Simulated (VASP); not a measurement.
# Bi (I4/mmm) in VASP: single point with LDA

Aim: the single point of Bi with LDA.

Everything below comes from runs of VASP 6.6.1. Logs are shortened: lines on timing, memory, paths and dates and some standing lists are left out, and cuts for length are marked.

**1. The cell of the first run**

It takes space group I4/mmm (No. 139, tetragonal). Conventional cell: a = 5.045 Å, b = 5.045 Å, c = 9.126 Å, α = 90.00°, β = 90.00°, γ = 90.00°. Bi (site symmetry -4m2) has 8 Bi at 3.40 to 3.57 Å within 4.5 Å. Within 4.5 Å of Bi (site symmetry 4/mmm) lie 8 Bi at 3.40 Å.

**2. Single point, LDA**

INCAR reads:

```
SYSTEM = Bi
PREC = Accurate
ENCUT = 520
EDIFF = 1E-6
ISMEAR = -1
SIGMA = 0.15
LREAL = .FALSE.
LASPH = .TRUE.
NELM = 60
ALGO = Normal
ISIF = 2
LWAVE = .FALSE.
LCHARG = .FALSE.
NBANDS = 30
```

KPOINTS reads:

```
regular mesh
0
G
  7 7 7
  0 0 0
```

POSCAR reads:

```
Bi
1.0
   -2.5226680000      2.5226680000      4.5629090000
    2.5226680000     -2.5226680000      4.5629090000
    2.5226680000      2.5226680000     -4.5629090000
Bi
3
Direct
    0.7500000000      0.2500000000      0.5000000000
    0.2500000000      0.7500000000      0.5000000000
    0.5000000000      0.5000000000      0.0000000000
```

Potentials or basis: VASP PAW LDA potentials, release 64 (Bi_d).

The run is started by

```console
$ cat potpaw_LDA.64/Bi_d/POTCAR > POTCAR
$ mpirun -np 1 vasp_std > vasp.out
```

OUTCAR:

```text
SYSTEM = Bi
   PREC = Accurate
   ENCUT = 520
   EDIFF = 1E-6
   ISMEAR = -1
   LREAL = .FALSE.
   LASPH = .TRUE.
   NELM = 60
   ISIF = 2

 ion  position               nearest neighbor table
   1  0.750  0.250  0.500-   3 3.40   3 3.40   3 3.40   3 3.40   2 3.57   2 3.57   2 3.57   2 3.57

   2  0.250  0.750  0.500-   3 3.40   3 3.40   3 3.40   3 3.40   1 3.57   1 3.57   1 3.57   1 3.57

   3  0.500  0.500  0.000-   1 3.40   2 3.40   1 3.40   2 3.40   2 3.40   1 3.40   2 3.40   1 3.40

  LATTYP: Found a body centered tetragonal cell.
 ALAT       =     5.0453360000
 C/A-ratio  =     1.8087631825

  Lattice vectors:

 A1 = (  -2.5226680000,   2.5226680000,   4.5629090000)
 A2 = (   2.5226680000,  -2.5226680000,   4.5629090000)
 A3 = (   2.5226680000,   2.5226680000,  -4.5629090000)

Analysis of symmetry for initial positions (statically):
=====================================================================
 Subroutine PRICEL returns:
 Original cell was already a primitive cell.

 Routine SETGRP: Setting up the symmetry group for a
 body centered tetragonal supercell.

 Subroutine GETGRP returns: Found 16 space group operations
 (whereof 16 operations were pure point group operations)
 out of a pool of 16 trial point group operations.

The static configuration has the point symmetry D_4h.

Analysis of symmetry for dynamics (positions and initial velocities):
=====================================================================
 Subroutine PRICEL returns:
 Original cell was already a primitive cell.

 Routine SETGRP: Setting up the symmetry group for a
 body centered tetragonal supercell.

 Subroutine GETGRP returns: Found 16 space group operations
 (whereof 16 operations were pure point group operations)
 out of a pool of 16 trial point group operations.

The dynamic configuration has the point symmetry D_4h.

 Subroutine INISYM returns: Found 16 space group operations
 (whereof 16 operations are pure point group operations),
 and found     1 'primitive' translations

----------------------------------------------------------------------------------------

                                     Primitive cell

  volume of cell :     116.1507

  direct lattice vectors                    reciprocal lattice vectors
    -2.522668000  2.522668000  4.562909000     0.000000000  0.198202855  0.109579218
     2.522668000 -2.522668000  4.562909000     0.198202855  0.000000000  0.109579218
     2.522668000  2.522668000 -4.562909000     0.198202855  0.198202855  0.000000000

  length of vectors
     5.792050260  5.792050260  5.792050260     0.226477321  0.226477321  0.280301166

  position of ions in fractional coordinates (direct lattice)
     0.750000000  0.250000000  0.500000000
     0.250000000  0.750000000  0.500000000
     0.500000000  0.500000000  0.000000000

  ion indices of the primitive-cell ions
   primitive index   ion index
                 1           1
                 2           2
                 3           3

----------------------------------------------------------------------------------------

 KPOINTS: regular mesh

Automatic generation of k-mesh.
 Grid dimensions read from file:
 generate k-points for:    7    7    7

 Generating k-lattice:

  Cartesian coordinates                     Fractional coordinates (reciprocal lattice)
     0.000000000  0.028314694  0.015654174     0.142857143  0.000000000  0.000000000
     0.028314694  0.000000000  0.015654174     0.000000000  0.142857143  0.000000000
     0.028314694  0.028314694  0.000000000     0.000000000  0.000000000  0.142857143

  Length of vectors
     0.032353903  0.032353903  0.040043024

  Shift w.r.t. Gamma in fractional coordinates (k-lattice)
     0.000000000  0.000000000  0.000000000

 Subroutine IBZKPT returns following result:
 ===========================================

 Found     40 irreducible k-points:

 Following reciprocal coordinates:
            Coordinates               Weight
  0.000000  0.000000  0.000000      1.000000
  0.142857  0.000000 -0.000000      8.000000
  0.285714  0.000000  0.000000      8.000000
  0.428571  0.000000  0.000000      8.000000
  0.142857  0.142857  0.000000      8.000000
  0.285714  0.142857  0.000000     16.000000
[... 16 lines left out ...]
 -0.142857  0.285714  0.142857      8.000000
 -0.428571  0.428571  0.142857      8.000000
 [... further k-points ...]
   k-points           NKPTS =     40   k-points in BZ     NKDIM =     40   number of bands    NBANDS=     30
   number of dos      NEDOS =    301   number of ions     NIONS =      3
   total plane-waves  NPLWV = 110592
   dimension x,y,z NGX =    48 NGY =   48 NGZ =   48
   dimension x,y,z NGXF=    96 NGYF=   96 NGZF=   96
   ions per type =               3
   NGX,Y,Z   is equivalent  to a cutoff of  13.78, 13.78, 13.78 a.u.
   NGXF,Y,Z  is equivalent  to a cutoff of  27.55, 27.55, 27.55 a.u.
 SYSTEM =  Bi
   PREC   = accura    normal or accurate (medium, high low for compatibility)
   ISTART =      0    job   : 0-new  1-cont  2-samecut
   ICHARG =      2    charge: 1-file 2-atom 10-const
   ISPIN  =      1    spin polarized calculation?
   LNONCOLLINEAR =      F non collinear calculations
   LSORBIT =      F    spin-orbit coupling
   LASPH  =      T    aspherical Exc in radial PAW
   ENCUT  =  520.0 eV  38.22 Ry    6.18 a.u.  10.77 10.77 10.77*2*pi/ulx,y,z
   NELM   =     60;   NELMIN=  2; NELMDL= -5     # of ELM steps
   EDIFF  = 0.1E-05   stopping-criterion for ELM
   LREAL  =      F    real-space projection
   EDIFFG = 0.1E-04   stopping-criterion for IOM
   NSW    =      0    number of steps for IOM
   IBRION =     -1    ionic relax: 0-MD 1-quasi-New 2-CG
   NFREE  =      0    steps in history (QN), initial steepest desc. (CG)
   ISIF   =      2    stress and relaxation
   ISYM   =      2    0-nonsym 1-usesym 2-fastsym
   POTIM  = 0.5000    time-step for ionic-motion
   TEBEG  =    0.0;   TEEND  =   0.0 temperature during run
   PSTRESS=    0.0 pullay stress
   NELECT =      45.0000    total number of electrons
   NUPDOWN=      -1.0000    fix difference up-down
   EMIN   =  10.00;   EMAX   =-10.00  energy-range for DOS
   EFERMI =   0.00;   METHOD = LEGACY
   ISMEAR =    -1;   SIGMA  =   0.15  broadening in eV -4-tet -1-fermi 0-gaus
   EFERMI_NEDOS =   21; number of points for ismear=-14 and -15
   IALGO  =     38    algorithm
   IMIX   =      4    mixing-type and parameters
     AMIX     =   0.40;   BMIX     =  1.00
     AMIX_MAG =   1.60;   BMIX_MAG =  1.00
  volume/ion in A,a.u.               =      38.72       261.27
  Fermi-wavevector in a.u.,A,eV,Ry     =   1.193452  2.255298 19.379159  1.424328
  Thomas-Fermi vector in A             =   2.329466
   LORBIT       =      0    0 simple, 1 ext, 2 COOP (PROOUT), +10 PAW based schemes
   GGA     = CA    functional components
   LHFCALC =     F    Hartree Fock is set to
   AEXX    =    0.0000 exact exchange contribution
   IVDW    =     0    specifies the selected vdW correction
   LEPSILON=     F    determine dielectric tensor
   LRPA    =     F    only Hartree local field effects (RPA)
 non-spin polarized calculation
  energy-cutoff  :      520.00
  volume of cell :      116.15
 maximum number of plane-waves:      3152
 NGX is ok and might be reduce to    48
   NGX = 21   NGY = 21   NGZ = 21

 number of electron      44.9999996 magnetization

 Free energy of the ion-electron system (eV)
  ---------------------------------------------------
  ext. energy  EPLUGINS =         0.00000000
  ---------------------------------------------------
  free energy    TOTEN  =       -13.04116586 eV

  energy without entropy =      -12.88496679  energy(sigma->0) =      -12.96306632

 E-fermi :   5.2208     XC(G=0):  -9.3277

 val. band max:        5.1819055876   @ k =  -0.4286   0.4286   0.4286
 cond. band min:       5.2243105613   @ k =  -0.1429  -0.2857   0.1429
 fundamental gap:      0.0424049737
 Fermi energy:         5.2207525184

 k-point     1 :       0.0000    0.0000    0.0000
  band No.  band energies     occupation
      1     -17.7014      2.00000
      2     -17.7014      2.00000
      3     -17.6873      2.00000
      4     -17.6606      2.00000
      5     -17.6515      2.00000
      6     -17.5690      2.00000
[... 22 lines left out ...]
     29      10.9867      0.00000
     30      11.4620      0.00000

 k-point     2 :       0.1429    0.0000   -0.0000
  band No.  band energies     occupation
      1     -17.7047      2.00000
      2     -17.7010      2.00000
      3     -17.6857      2.00000
      4     -17.6557      2.00000
      5     -17.6544      2.00000
      6     -17.5661      2.00000
[... 22 lines left out ...]
     29      11.8302      0.00000
     30      12.1256      0.00000

 k-point     3 :       0.2857    0.0000    0.0000
  band No.  band energies     occupation
      1     -17.7118      2.00000
      2     -17.7002      2.00000
      3     -17.6799      2.00000
      4     -17.6596      2.00000
      5     -17.6454      2.00000
      6     -17.5528      2.00000
[... 22 lines left out ...]
     29      11.8389      0.00000
     30      12.3852      0.00000

 k-point     4 :       0.4286    0.0000    0.0000
  band No.  band energies     occupation
      1     -17.7175      2.00000
      2     -17.6989      2.00000
      3     -17.6747      2.00000
      4     -17.6621      2.00000
      5     -17.6383      2.00000
      6     -17.5248      2.00000
[... 22 lines left out ...]
     29      11.4459      0.00000
     30      12.1009      0.00000

 k-point     5 :       0.1429    0.1429    0.0000
  band No.  band energies     occupation
      1     -17.7088      2.00000
      2     -17.7035      2.00000
      3     -17.6841      2.00000
      4     -17.6573      2.00000
      5     -17.6502      2.00000
      6     -17.5653      2.00000
[... 22 lines left out ...]
     29      11.6107      0.00000
     30      11.6631      0.00000
[... 526 lines left out ...]
     29      12.3273      0.00000
     30      13.0871      0.00000

 k-point    22 :      -0.2857    0.2857    0.1429
  band No.  band energies     occupation
      1     -17.7110      2.00000
      2     -17.6892      2.00000
      3     -17.6803      2.00000
      4     -17.6632      2.00000
      5     -17.6409      2.00000
      6     -17.5350      2.00000
[... 22 lines left out ...]
     29      11.8833      0.00000
     30      12.3399      0.00000

 k-point    23 :      -0.1429    0.2857    0.1429
  band No.  band energies     occupation
      1     -17.7146      2.00000
      2     -17.6924      2.00000
      3     -17.6795      2.00000
      4     -17.6619      2.00000
      5     -17.6406      2.00000
      6     -17.5246      2.00000
[... 22 lines left out ...]
     29      12.2050      0.00000
     30      12.3141      0.00000

 k-point    24 :      -0.4286    0.4286    0.1429
  band No.  band energies     occupation
      1     -17.7078      2.00000
      2     -17.6921      2.00000
      3     -17.6774      2.00000
      4     -17.6668      2.00000
      5     -17.6381      2.00000
      6     -17.5470      2.00000
[... 22 lines left out ...]
     29      12.3550      0.00000
     30      13.0391      0.00000

 [... further k-points ...]
[... 5 lines left out ...]
  --------------------------------------------------------------------------------------
  -------------------------------------------------------------------------------------
  Total       -3.5006069     -3.5006069     -2.3185637      0.0000000      0.0000000      0.0000000
  in kB      -48.2871894    -48.2871894    -31.9821480      0.0000000      0.0000000      0.0000000
  external PRESSURE =     -42.8521756 kB  Pullay stress =       0.0000000 kB

 VOLUME and BASIS-vectors are now :
 -----------------------------------------------------------------------------
  energy-cutoff  :      520.00
  volume of cell :      116.15
      direct lattice vectors                 reciprocal lattice vectors
    -2.522668000  2.522668000  4.562909000     0.000000000  0.198202855  0.109579218
     2.522668000 -2.522668000  4.562909000     0.198202855  0.000000000  0.109579218
     2.522668000  2.522668000 -4.562909000     0.198202855  0.198202855  0.000000000

 POSITION                                       TOTAL-FORCE (eV/Angst)
 -----------------------------------------------------------------------------------
     -0.00000      2.52267      2.28145        -0.000000      0.000000     -0.000000
      2.52267     -0.00000      2.28145         0.000000     -0.000000      0.000000
      0.00000      0.00000      4.56291        -0.000000      0.000000     -0.000000
 -----------------------------------------------------------------------------------
    total drift:                                0.000000     -0.000000      0.000000

  FREE ENERGIE OF THE ION-ELECTRON SYSTEM (eV)
  ---------------------------------------------------
  free  energy   TOTEN  =       -13.0411658600 eV

  energy  without entropy=      -12.8849667859  energy(sigma->0) =      -12.96306632
```

It took 2.8 min on 1 thread of Intel Xeon Platinum 8259CL at 2.50GHz (Skylake/Cascade Lake), shared host; peak memory 0.29 GiB.

Results:

```
Free energy : -13.0412 eV
Pressure    : -4.3 GPa
```

Levels at points of the mesh, in eV from the Fermi level:
| k point | band 19 | band 20 | band 21 | band 22 | band 23 | band 24 | band 25 | band 26 |
| --- | --- | --- | --- | --- | --- | --- | --- | --- |
| (0.00, 0.00, 0.00) | -3.03 | -2.20 | -2.20 | -1.09 | -1.09 | -0.60 | 1.54 | 2.59 |

Caveat: spin-orbit coupling is left out, which moves the levels of the heavy elements.
